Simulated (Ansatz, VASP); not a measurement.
One calculation of P, two programs

```
P
1.0
     1.64169   -7.09998    0.00000
     1.64169    7.09998    0.00000
     0.00000    0.00000    4.68564
P
4
Direct
  0.07284 0.92716 0.90741
  0.57284 0.42716 0.59259
  0.92716 0.07284 0.09259
  0.42716 0.57284 0.40741
```

Alike in both runs: task single point; functional RPBE; k mesh 9 × 9 × 6; occupations fermi-dirac, width 0.05 eV; no spin polarisation.

|  | VASP | Ansatz |
| --- | --- | --- |
| version | VASP 6.6.1 | Ansatz 0.2.0 |
| potentials or method | VASP PAW PBE potentials, release 64 (P), cutoff 520 eV | plane waves (420 eV) with PAW, scalar-relativistic |
| valence electrons in the cell | 20 | 20 |

|  | VASP | Ansatz | Ansatz less VASP |
| --- | --- | --- | --- |
| pressure (GPa) | 1.7 | 2.1 | +0.41 |
| traceless stress, the component that is largest in VASP (GPa) | 0.33 | 0.35 | +0.014 |

VASP's potentials were made for PBE, not for RPBE. With one functional, cell and mesh, what is left measures potentials, basis and numerics.
